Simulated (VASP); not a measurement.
Si, 4 atoms in the cell. The structure is hexagonal, space group P6_3/mmc (No. 194). The conventional cell has a = 3.820 Å, b = 3.820 Å, c = 6.320 Å, α = 90.00°, β = 90.00°, γ = 120.00°. Si (site symmetry 3m) has 4 Si at 2.34 to 2.36 Å within 3.1 Å. 

- Program: VASP 6.6.1
- Task: relaxation of cell and atoms
- Functional: LDA
- Potentials or basis: VASP PAW LDA potentials, release 64 (Si)
- Cutoff: 600 eV
- k mesh: 9 × 9 × 6
- Occupations: gaussian, width 0.02 eV
- Spin: no spin polarisation
- Dipole correction: no
- Further INCAR settings: ALGO = Normal; EDIFF = 1e-06; IBRION = 2; EDIFFG = -0.002; NSW = 100; ISIF = 3

Potentials or basis: VASP PAW LDA potentials, release 64 (Si).

Run with:

```sh
$ cat potpaw_LDA.64/Si/POTCAR > POTCAR
$ mpirun -np 1 vasp_std > vasp.out
```

Hardware: 1 thread of Intel Xeon 8259CL, on a shared host.

Problem. How long does it take, and how much memory?

Solution. It took 2.8 min on 1 thread of Intel Xeon 8259CL, with other jobs on the host, peak memory 0.2 GiB. Counts: scf iterations 32, k points 48, ion steps 7.
